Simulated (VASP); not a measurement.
# Si2Mo (I4/mmm) in VASP: settings compared, part 2 of 2

VASP 6.6.1. The steps go on from the part before.

**5. Relaxation of shape and atoms at fixed volume, r2SCAN (volume scaled by 0.96)**

The input, POSCAR:

```
Si2Mo
1.0
   -1.5786504796      1.5786504796      3.8599187671
    1.5786504796     -1.5786504796      3.8599187671
    1.5786504796      1.5786504796     -3.8599187671
Si Mo
2 1
Direct
    0.3352199435      0.3352199435      0.0000000000
    0.6647800565      0.6647800565      0.0000000000
    0.0000000000      0.0000000000      0.0000000000
```

The input, INCAR.step1:

```
SYSTEM = Si2Mo
PREC = Accurate
ENCUT = 600
ISMEAR = 0
SIGMA = 0.05
LREAL = .FALSE.
LASPH = .TRUE.
NELM = 100
GGA = PE
ALGO = Normal
EDIFF = 1E-4
LWAVE = .TRUE.
LCHARG = .FALSE.
```

The input, INCAR.step2:

```
SYSTEM = Si2Mo
PREC = Accurate
ENCUT = 600
EDIFF = 1E-7
ISMEAR = 0
SIGMA = 0.05
LREAL = .FALSE.
LASPH = .TRUE.
NELM = 100
ALGO = Normal
ISIF = 4
LWAVE = .FALSE.
LCHARG = .FALSE.
METAGGA = R2SCAN
LMIXTAU = .TRUE.
IBRION = 2
NSW = 60
EDIFFG = -0.01
ISTART = 1
```

The input, KPOINTS:

```
Automatic mesh
0
G
  10 10 10
  0 0 0
```

On the command line:

```sh
$ cat potpaw_PBE.64/Si/POTCAR potpaw_PBE.64/Mo_sv/POTCAR > POTCAR
$ cp INCAR.step1 INCAR
$ mpirun -np 1 vasp_std > vasp.out
$ cp INCAR.step2 INCAR
$ mpirun -np 1 vasp_std > vasp.out
```

Run time: 25 min. Hardware: 1 thread of Oxide Virtual Turin-like, shared host; peak memory 0.24 GiB.

The run converged. Its results:

```yaml
Free_energy: -44.9635 eV
Energy_gained_by_relaxing: 0.1 meV/atom
Ionic_steps: 4
Pressure_after_relaxing: 10.2 GPa
Largest_force_after_relaxing: 0.005 eV/Å
Band_gap_on_the_k_mesh: zero (band 11 reaches 13.42 eV, above the bottom of band 12 at 12.38 eV)
```

Forces on the atoms (eV/Å):
```
Si   0.000  0.000  0.005
Si   0.000  0.000 -0.005
Mo   0.000  0.000  0.000
```

Stress tensor (GPa, compression positive):
```
10.17  0.00  0.00
 0.00 10.17  0.00
 0.00  0.00 10.26
```

Step by step:
```
step  energy change (eV)  largest force (eV/Å)  pressure (GPa)  volume (Å³)
   1              0.0000                0.0722           10.30        38.48
   2             -0.0003                0.0059           10.16        38.48
   3             -0.0003                0.0134           10.20        38.48
   4             -0.0003                0.0045           10.20        38.48
```

Final structure:
```xyz
3
Lattice="-1.5780 1.5780 3.8629 1.5780 -1.5780 3.8629 1.5780 1.5780 -3.8629" Properties=species:S:1:pos:R:3 pbc="T T T"
Si    1.5780    1.5780   -1.2765
Si    0.0000    0.0000    5.1394
Mo    1.5780    1.5780    3.8629
```

Levels at points of the mesh, in eV from the Fermi level:
| k point | band 7 | band 8 | band 9 | band 10 | band 11 | band 12 | band 13 | band 14 | band 15 |
| --- | --- | --- | --- | --- | --- | --- | --- | --- | --- |
| (0.00, 0.00, 0.00) | -3.34 | -3.22 | -2.84 | -2.84 | 0.49 | 3.29 | 3.84 | 3.94 | 3.94 |
| (0.50, 0.00, 0.00) | -5.29 | -4.85 | -2.79 | -2.74 | -0.51 | 2.78 | 3.44 | 4.67 | 4.89 |
| (0.50, 0.50, 0.00) | -6.14 | -5.26 | -4.79 | -3.34 | -1.27 | 2.87 | 3.31 | 3.67 | 3.79 |
| (0.50, 0.50, 0.50) | -3.79 | -2.32 | -0.55 | -0.55 | -0.46 | -0.46 | 0.64 | 5.38 | 6.43 |

Caveat: the cell differs from its parent crystal (volume scaled by 0.96); the PAW data sets were made with another functional, which shifts forces and pressure a little.

**6. Relaxation of shape and atoms at fixed volume, r2SCAN+D4 (volume scaled by 0.98)**

The input, POSCAR:

```
Si2Mo
1.0
   -1.5854615673      1.5854615673      3.8714191631
    1.5854615673     -1.5854615673      3.8714191631
    1.5854615673      1.5854615673     -3.8714191631
Si Mo
2 1
Direct
    0.3353506881      0.3353506881      0.0000000000
    0.6646493119      0.6646493119      0.0000000000
    0.0000000000      0.0000000000      0.0000000000
```

The input, INCAR.step1:

```
SYSTEM = Si2Mo
PREC     = Accurate       ! precision mode
ENCUT    = 600            ! plane-wave cutoff, eV
ISMEAR   = 0              ! smearing method
SIGMA    = 0.05           ! smearing width, eV
LREAL    = .FALSE.        ! projectors in reciprocal space
LASPH    = .TRUE.         ! aspherical terms in the spheres
NELM     = 60             ! most SCF steps
GGA      = PE             ! functional
ALGO     = Normal         ! electronic algorithm
EDIFF    = 1E-4           ! SCF threshold, eV
LWAVE    = .TRUE.         ! write WAVECAR
LCHARG   = .FALSE.        ! write CHGCAR
```

The input, INCAR.step2:

```
SYSTEM = Si2Mo
PREC     = Accurate       ! precision mode
ENCUT    = 600            ! plane-wave cutoff, eV
EDIFF    = 1E-6           ! SCF threshold, eV
ISMEAR   = 0              ! smearing method
SIGMA    = 0.05           ! smearing width, eV
LREAL    = .FALSE.        ! projectors in reciprocal space
LASPH    = .TRUE.         ! aspherical terms in the spheres
NELM     = 60             ! most SCF steps
ALGO     = Normal         ! electronic algorithm
ISIF     = 4              ! what is computed and relaxed
LWAVE    = .FALSE.        ! write WAVECAR
LCHARG   = .FALSE.        ! write CHGCAR
METAGGA  = R2SCAN         ! meta-GGA
LMIXTAU  = .TRUE.       
IVDW     = 13             ! dispersion correction
VDW_S6   = 1.0          
VDW_S8   = 0.6018749    
VDW_A1   = 0.51559235   
VDW_A2   = 5.77342911   
IBRION   = 2              ! ionic algorithm
NSW      = 60             ! ionic steps
EDIFFG   = -0.01          ! ionic threshold
ISTART   = 1
```

KPOINTS is that of step 5.

Potentials or basis: VASP PAW PBE potentials, release 64 (Si, Mo_sv).

On the command line:

```sh
$ cat potpaw_PBE.64/Si/POTCAR potpaw_PBE.64/Mo_sv/POTCAR > POTCAR
$ cp INCAR.step1 INCAR
$ mpirun -np 1 vasp_std > vasp.out
$ cp INCAR.step2 INCAR
$ mpirun -np 1 vasp_std > vasp.out
```

Wall time 12 min (1 thread of Oxide Virtual Turin-like, shared host); peak memory 0.24 GiB.

It converged, with:

```
Free energy                : -45.5780 eV
Energy gained by relaxing  : 0.1 meV/atom
Ionic steps                : 4
Pressure after relaxing    : 5.1 GPa
Band gap on the k mesh     : zero (band 11 reaches 13.23 eV, above the bottom of band 12 at 12.19 eV)
Dispersion energy per atom : -0.197 eV
```

Forces in eV/Å, atoms in the order of the input:
```
Si   0.000  0.000  0.003
Si   0.000  0.000 -0.003
Mo   0.000  0.000  0.000
```

The path:
| step | energy change (eV) | largest force (eV/Å) | pressure (GPa) | volume (Å³) |
| --- | --- | --- | --- | --- |
| 1 | 0.0000 | 0.0616 | 5.25 | 38.93 |
| 2 | -0.0002 | 0.0047 | 5.11 | 38.93 |
| 3 | -0.0003 | 0.0166 | 5.17 | 38.93 |
| 4 | -0.0003 | 0.0028 | 5.14 | 38.93 |

Final structure:
```
CELL_PARAMETERS angstrom
-1.58463 1.58463 3.87548
1.58463 -1.58463 3.87548
1.58463 1.58463 -3.87548
ATOMIC_POSITIONS crystal
Si 0.33497 0.33497 0.00000
Si 0.66503 0.66503 0.00000
Mo 0.00000 0.00000 0.00000
```

Levels at points of the mesh, in eV from the Fermi level:
| k point | band 9 | band 10 | band 11 | band 12 | band 13 | band 14 |
| --- | --- | --- | --- | --- | --- | --- |
| (0.00, 0.00, 0.00) | -2.80 | -2.80 | 0.48 | 3.36 | 3.76 | 3.89 |
| (0.50, 0.00, 0.00) | -2.76 | -2.68 | -0.50 | 2.74 | 3.42 | 4.65 |
| (0.50, 0.50, 0.00) | -4.74 | -3.28 | -1.28 | 2.82 | 3.26 | 3.64 |
| (0.50, 0.50, 0.50) | -0.53 | -0.53 | -0.46 | -0.46 | 0.63 | 5.35 |

Caveat: the cell differs from its parent crystal (volume scaled by 0.98); the PAW data sets were made with another functional, which shifts forces and pressure a little; pairwise dispersion overbinds metals, which lowers pressure and volume.

**7. The runs side by side**

| level | potentials or basis | cell | gap on the mesh (eV) | pressure (GPa) |
| --- | --- | --- | --- | --- |
| LDA | VASP PAW LDA potentials, release 64 (Si, Mo_sv) | relaxed from a = 4.459 Å, angles 138.6, 138.6, 60.0°, 3 atoms | none | 5.4 |
| LDA | VASP PAW LDA potentials, release 64 (Si, Mo_sv) | relaxed from a = 4.470 Å, angles 138.5, 138.5, 60.1°, 3 atoms | none | 3.3 |
| PBE+D4 | VASP PAW PBE potentials, release 64 (Si, Mo_sv) | relaxed from a = 4.474 Å, angles 138.6, 138.6, 60.0°, 3 atoms | none | 4.8 |
| r2SCAN | VASP PAW PBE potentials, release 64 (Si, Mo_sv) | relaxed from a = 4.459 Å, angles 138.5, 138.5, 60.1°, 3 atoms | none | 10.2 |
| r2SCAN+D4 | VASP PAW PBE potentials, release 64 (Si, Mo_sv) | relaxed from a = 4.474 Å, angles 138.5, 138.5, 60.2°, 3 atoms | none | 5.1 |

Alike in all rows: task relaxation of shape and atoms at fixed volume; no spin polarisation; k mesh 10 × 10 × 10; cutoff (eV) 600; smearing gaussian 0.05 eV.

Caveats: pairwise dispersion overbinds metals, which lowers pressure and volume (some runs); the PAW data sets were made with another functional, which shifts forces and pressure a little (some runs).

Total energies depend on the potentials used, so only differences within one code and one set of settings carry meaning.
